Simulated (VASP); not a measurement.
# TaN in VASP: notebook

The runs below take TaN through single point, with PBE.

All numbers are computed with VASP 6.6.1; they aren't measurements. Logs are shortened: lines on timing, memory, paths and dates and some standing lists are left out, and cuts for length are marked.

## Step 1: The cell of the first run

The structure is trigonal, space group R-3m (No. 166). The conventional cell has a = 3.051 Å, b = 3.051 Å, c = 7.699 Å, α = 90.00°, β = 90.00°, γ = 120.00°. Ta (site symmetry -3m) has 6 N at 2.18 Å within 2.9 Å. N (site symmetry -3m) has 6 Ta at 2.18 Å within 2.9 Å.

## Step 2: Single point, PBE (equal xy, yz and zx shear strains of +2 %)

The input, INCAR:

```
PREC     = Accurate       # precision mode
ENCUT    = 520            # plane-wave cutoff, eV
EDIFF    = 1E-6           # SCF threshold, eV
ISMEAR   = -1             # smearing method
SIGMA    = 0.02           # smearing width, eV
LREAL    = F              # projectors in reciprocal space
LASPH    = T              # aspherical terms in the spheres
NELM     = 80             # most SCF steps
ALGO     = Normal         # electronic algorithm
ISIF     = 2              # what is computed and relaxed
LWAVE    = F              # write WAVECAR
LCHARG   = F              # write CHGCAR
GGA      = PE             # functional
NBANDS   = 15             # bands
```

The input, KPOINTS:

```
Automatic mesh
0
Gamma
  9 9 9
```

The input, POSCAR:

```
TaN
1.0
    0.0435800000      2.2007900000      2.2007900000
    2.2007900000      0.0435800000      2.2007900000
    2.2007900000      2.2007900000      0.0435800000
Ta N
1 1
Direct
    0.5000000000      0.5000000000      0.5000000000
    0.0000000000      0.0000000000      0.0000000000
```

Potentials or basis: VASP PAW PBE potentials, release 64 (Ta_pv, N).

On the command line:

```sh
> cat potpaw_PBE.64/Ta_pv/POTCAR potpaw_PBE.64/N/POTCAR > POTCAR
> mpirun -np 1 vasp_std > vasp.out
```

OUTCAR:

```text
PREC = Accurate
   ENCUT = 520
   EDIFF = 1E-6
   ISMEAR = -1
   LREAL = F
   LASPH = T
   NELM = 80
   ISIF = 2
   GGA = PE

 ion  position               nearest neighbor table
   1  0.500  0.500  0.500-   2 2.18   2 2.18   2 2.18   2 2.18   2 2.18   2 2.18
   2  0.000  0.000  0.000-   1 2.18   1 2.18   1 2.18   1 2.18   1 2.18   1 2.18

  LATTYP: Found a trigonal (rhomboedric) cell.
 ALAT       =     3.1126921571
 COS(alpha) =     0.5197000882

  Lattice vectors:

 A1 = (   0.0435800000,   2.2007900000,   2.2007900000)
 A2 = (   2.2007900000,   0.0435800000,   2.2007900000)
 A3 = (   2.2007900000,   2.2007900000,   0.0435800000)

Analysis of symmetry for initial positions (statically):
=====================================================================
 Subroutine PRICEL returns:
 Original cell was already a primitive cell.

 Routine SETGRP: Setting up the symmetry group for a
 trigonal (rhombohedral) supercell.

 Subroutine GETGRP returns: Found 12 space group operations
 (whereof 12 operations were pure point group operations)
 out of a pool of 12 trial point group operations.

The static configuration has the point symmetry D_3d.

Analysis of symmetry for dynamics (positions and initial velocities):
=====================================================================
 Subroutine PRICEL returns:
 Original cell was already a primitive cell.

 Routine SETGRP: Setting up the symmetry group for a
 trigonal (rhombohedral) supercell.

 Subroutine GETGRP returns: Found 12 space group operations
 (whereof 12 operations were pure point group operations)
 out of a pool of 12 trial point group operations.

The dynamic configuration has the point symmetry D_3d.

 Subroutine INISYM returns: Found 12 space group operations
 (whereof 12 operations are pure point group operations),
 and found     1 'primitive' translations

----------------------------------------------------------------------------------------

                                     Primitive cell

  volume of cell :      20.6858

  direct lattice vectors                    reciprocal lattice vectors
     0.043580000  2.200790000  2.200790000    -0.234053227  0.229508504  0.229508504
     2.200790000  0.043580000  2.200790000     0.229508504 -0.234053227  0.229508504
     2.200790000  2.200790000  0.043580000     0.229508504  0.229508504 -0.234053227

  length of vectors
     3.112692157  3.112692157  3.112692157     0.400161492  0.400161492  0.400161492

  position of ions in fractional coordinates (direct lattice)
     0.500000000  0.500000000  0.500000000
     0.000000000  0.000000000  0.000000000

  ion indices of the primitive-cell ions
   primitive index   ion index
                 1           1
                 2           2

----------------------------------------------------------------------------------------

 KPOINTS: Automatic mesh

Automatic generation of k-mesh.
 Grid dimensions read from file:
 generate k-points for:    9    9    9

 Generating k-lattice:

  Cartesian coordinates                     Fractional coordinates (reciprocal lattice)
    -0.026005914  0.025500945  0.025500945     0.111111111  0.000000000 -0.000000000
     0.025500945 -0.026005914  0.025500945     0.000000000  0.111111111 -0.000000000
     0.025500945  0.025500945 -0.026005914     0.000000000  0.000000000  0.111111111

  Length of vectors
     0.044462388  0.044462388  0.044462388

  Shift w.r.t. Gamma in fractional coordinates (k-lattice)
     0.000000000  0.000000000  0.000000000

 Subroutine IBZKPT returns following result:
 ===========================================

 Found     85 irreducible k-points:

 Following reciprocal coordinates:
            Coordinates               Weight
  0.000000  0.000000  0.000000      1.000000
  0.111111  0.000000  0.000000      6.000000
  0.222222  0.000000  0.000000      6.000000
  0.333333  0.000000  0.000000      6.000000
  0.444444  0.000000  0.000000      6.000000
  0.111111  0.111111 -0.000000      6.000000
[... 16 lines left out ...]
 -0.333333  0.333333  0.000000      6.000000
  0.444444  0.444444 -0.000000      6.000000
 [... further k-points ...]
   k-points           NKPTS =     85   k-points in BZ     NKDIM =     85   number of bands    NBANDS=     15
   number of dos      NEDOS =    301   number of ions     NIONS =      2
   total plane-waves  NPLWV =  13824
   dimension x,y,z NGX =    24 NGY =   24 NGZ =   24
   dimension x,y,z NGXF=    48 NGYF=   48 NGZF=   48
   ions per type =               1   1
   NGX,Y,Z   is equivalent  to a cutoff of  12.82, 12.82, 12.82 a.u.
   NGXF,Y,Z  is equivalent  to a cutoff of  25.64, 25.64, 25.64 a.u.
 SYSTEM =  unknown system
   PREC   = accura    normal or accurate (medium, high low for compatibility)
   ISTART =      0    job   : 0-new  1-cont  2-samecut
   ICHARG =      2    charge: 1-file 2-atom 10-const
   ISPIN  =      1    spin polarized calculation?
   LNONCOLLINEAR =      F non collinear calculations
   LSORBIT =      F    spin-orbit coupling
   LASPH  =      T    aspherical Exc in radial PAW
   ENCUT  =  520.0 eV  38.22 Ry    6.18 a.u.   5.79  5.79  5.79*2*pi/ulx,y,z
   NELM   =     80;   NELMIN=  2; NELMDL= -5     # of ELM steps
   EDIFF  = 0.1E-05   stopping-criterion for ELM
   LREAL  =      F    real-space projection
   EDIFFG = 0.1E-04   stopping-criterion for IOM
   NSW    =      0    number of steps for IOM
   IBRION =     -1    ionic relax: 0-MD 1-quasi-New 2-CG
   NFREE  =      0    steps in history (QN), initial steepest desc. (CG)
   ISIF   =      2    stress and relaxation
   ISYM   =      2    0-nonsym 1-usesym 2-fastsym
   POTIM  = 0.5000    time-step for ionic-motion
   TEBEG  =    0.0;   TEEND  =   0.0 temperature during run
   PSTRESS=    0.0 pullay stress
   NELECT =      16.0000    total number of electrons
   NUPDOWN=      -1.0000    fix difference up-down
   EMIN   =  10.00;   EMAX   =-10.00  energy-range for DOS
   EFERMI =   0.00;   METHOD = LEGACY
   ISMEAR =    -1;   SIGMA  =   0.02  broadening in eV -4-tet -1-fermi 0-gaus
   EFERMI_NEDOS =   21; number of points for ismear=-14 and -15
   IALGO  =     38    algorithm
   IMIX   =      4    mixing-type and parameters
     AMIX     =   0.40;   BMIX     =  1.00
     AMIX_MAG =   1.60;   BMIX_MAG =  1.00
  volume/ion in A,a.u.               =      10.34        69.80
  Fermi-wavevector in a.u.,A,eV,Ry     =   1.502764  2.839812 30.726026  2.258299
  Thomas-Fermi vector in A             =   2.613962
   LORBIT       =      0    0 simple, 1 ext, 2 COOP (PROOUT), +10 PAW based schemes
   GGA     = PE    functional components
   LHFCALC =     F    Hartree Fock is set to
   AEXX    =    0.0000 exact exchange contribution
   IVDW    =     0    specifies the selected vdW correction
   LEPSILON=     F    determine dielectric tensor
   LRPA    =     F    only Hartree local field effects (RPA)
 non-spin polarized calculation
  energy-cutoff  :      520.00
  volume of cell :       20.69
 maximum number of plane-waves:       580
   NGX = 11   NGY = 11   NGZ = 11

 number of electron      15.9999999 magnetization

 Free energy of the ion-electron system (eV)
  ---------------------------------------------------
  ext. energy  EPLUGINS =         0.00000000
  ---------------------------------------------------
  free energy    TOTEN  =       -21.78101537 eV

  energy without entropy =      -21.77995356  energy(sigma->0) =      -21.78048446

 E-fermi :   9.7326     XC(G=0): -13.5914

 val. band max:        9.7293176825   @ k =  -0.1111   0.4444   0.1111
 cond. band min:       9.7828570956   @ k =  -0.4444   0.2222   0.1111
 fundamental gap:      0.0535394131
 Fermi energy:         9.7325646329

 k-point     1 :       0.0000    0.0000    0.0000
  band No.  band energies     occupation
      1     -25.9040      2.00000
      2     -25.8356      2.00000
      3     -25.8356      2.00000
      4      -9.2332      2.00000
      5       5.8373      2.00000
      6       6.0145      2.00000
      7       6.0145      2.00000
      8       7.3454      2.00000
      9       7.8333      2.00000
     10       7.8333      2.00000
     11       9.9502      0.00004
     12       9.9502      0.00004
     13      11.6466      0.00000
     14      19.2917      0.00000
     15      22.2908      0.00000

 k-point     2 :       0.1111    0.0000    0.0000
  band No.  band energies     occupation
      1     -25.9698      2.00000
      2     -25.9017      2.00000
      3     -25.8486      2.00000
      4      -8.9195      2.00000
      5       4.6894      2.00000
      6       4.9169      2.00000
      7       5.1239      2.00000
      8       7.8280      2.00000
      9       8.2596      2.00000
     10       8.2689      2.00000
     11      11.1040      0.00000
     12      11.1068      0.00000
     13      12.5055      0.00000
     14      20.2597      0.00000
     15      22.2905      0.00000

 k-point     3 :       0.2222    0.0000    0.0000
  band No.  band energies     occupation
      1     -26.2630      2.00000
      2     -25.9302      2.00000
      3     -25.8813      2.00000
      4      -8.0867      2.00000
      5       2.5947      2.00000
      6       3.5323      2.00000
      7       3.7864      2.00000
      8       8.8294      2.00000
      9       8.9110      2.00000
     10       9.3003      2.00000
     11      13.3498      0.00000
     12      13.3739      0.00000
     13      14.1616      0.00000
     14      22.2591      0.00000
     15      22.3261      0.00000
[... 343 lines left out ...]
 k-point    23 :      -0.3333    0.3333    0.0000
  band No.  band energies     occupation
      1     -26.4834      2.00000
      2     -26.4288      2.00000
      3     -26.0698      2.00000
      4      -6.9660      2.00000
      5       1.1916      2.00000
      6       2.8211      2.00000
      7       2.9310      2.00000
      8       9.1406      2.00000
      9      11.7020      0.00000
     10      11.7990      0.00000
     11      14.2215      0.00000
     12      16.5847      0.00000
     13      19.7410      0.00000
     14      21.4179      0.00000
     15      21.4581      0.00000

 k-point    24 :       0.4444    0.4444   -0.0000
  band No.  band energies     occupation
      1     -26.6418      2.00000
      2     -26.1922      2.00000
      3     -26.1317      2.00000
      4      -7.9241      2.00000
      5       2.8988      2.00000
      6       4.2767      2.00000
      7       5.0363      2.00000
      8       5.1999      2.00000
      9      11.9782      0.00000
     10      13.4704      0.00000
     11      13.5432      0.00000
     12      14.5333      0.00000
     13      17.3650      0.00000
     14      19.2814      0.00000
     15      22.2990      0.00000

 [... further k-points ...]
[... 5 lines left out ...]
  --------------------------------------------------------------------------------------
  -------------------------------------------------------------------------------------
  Total        2.0176378      2.0176378      2.0176378     -0.1427227     -0.1427227     -0.1427227
  in kB      156.2721347    156.2721347    156.2721347    -11.0543009    -11.0543009    -11.0543009
  external PRESSURE =     156.2721347 kB  Pullay stress =       0.0000000 kB

 VOLUME and BASIS-vectors are now :
 -----------------------------------------------------------------------------
  energy-cutoff  :      520.00
  volume of cell :       20.69
      direct lattice vectors                 reciprocal lattice vectors
     0.043580000  2.200790000  2.200790000    -0.234053227  0.229508504  0.229508504
     2.200790000  0.043580000  2.200790000     0.229508504 -0.234053227  0.229508504
     2.200790000  2.200790000  0.043580000     0.229508504  0.229508504 -0.234053227

 POSITION                                       TOTAL-FORCE (eV/Angst)
 -----------------------------------------------------------------------------------
      2.22258      2.22258      2.22258        -0.000000      0.000000     -0.000000
      0.00000      0.00000      0.00000         0.000000     -0.000000      0.000000
 -----------------------------------------------------------------------------------
    total drift:                                0.000000     -0.000000     -0.000000

  FREE ENERGIE OF THE ION-ELECTRON SYSTEM (eV)
  ---------------------------------------------------
  free  energy   TOTEN  =       -21.7810153694 eV

  energy  without entropy=      -21.7799535573  energy(sigma->0) =      -21.78048446
```

Wall time 10 s (1 thread of Intel Xeon Platinum 8488C (Sapphire Rapids), shared host); peak memory 0.16 GiB.

Results:

```yaml
Free_energy: -21.7810 eV
Pressure: 15.6 GPa
Band_gap_on_the_k_mesh: zero (band 8 reaches 11.39 eV, above the bottom of band 9 at 7.83 eV)
```

Stress tensor (GPa, compression positive):
```
15.63 -1.11 -1.11
-1.11 15.63 -1.11
-1.11 -1.11 15.63
```

Caveat: the cell differs from its parent crystal (equal xy, yz and zx shear strains of +2 %); spin-orbit coupling is left out, which moves the levels of the heavy elements.

## Step 3: Single point, PBE (equal xy, yz and zx shear strains of -2 %)

The input, INCAR:

```
  PREC = Accurate
  ENCUT = 520
  EDIFF = 1E-7
  ISMEAR = -1
  SIGMA = 0.02
  LREAL = False
  LASPH = True
  NELM = 80
  ALGO = Normal
  ISIF = 2
  LWAVE = False
  LCHARG = True
  GGA = PE
  LELF = True
  LVHAR = True
  NBANDS = 15
```

The input, KPOINTS:

```
regular mesh
0
Gamma
  9 9 9
```

The input, POSCAR:

```
TaN
1.0
   -0.0435800000      2.1572100000      2.1572100000
    2.1572100000     -0.0435800000      2.1572100000
    2.1572100000      2.1572100000     -0.0435800000
Ta N
1 1
Direct
    0.5000000000      0.5000000000      0.5000000000
    0.0000000000      0.0000000000      0.0000000000
```

Potentials or basis: VASP PAW PBE potentials, release 64 (Ta_pv, N).

On the command line:

```sh
> cat potpaw_PBE.64/Ta_pv/POTCAR potpaw_PBE.64/N/POTCAR > POTCAR
> mpirun -np 1 vasp_std > vasp.out
```

Run time: 12 s. Hardware: 1 thread of Intel Xeon Platinum 8488C (Sapphire Rapids), shared host; peak memory 0.15 GiB.

The run converged. Its results:

```yaml
Free_energy: -21.7821 eV
Pressure: 15.6 GPa
Band_gap_on_the_k_mesh: zero (band 8 reaches 11.53 eV, above the bottom of band 9 at 7.51 eV)
```

Stress tensor (GPa, compression positive):
```
15.60  0.80  0.80
 0.80 15.60  0.80
 0.80  0.80 15.60
```

Levels at points of the mesh, in eV from the Fermi level:
```csv
k point,band 5,band 6,band 7,band 8,band 9,band 10,band 11,band 12
"(0.00, 0.00, 0.00)",-3.83,-3.83,-3.67,-2.23,-2.23,-1.74,0.22,0.22
```

Caveat: the cell differs from its parent crystal (equal xy, yz and zx shear strains of -2 %); spin-orbit coupling is left out, which moves the levels of the heavy elements.

(Part 1 of 2 ends here.)
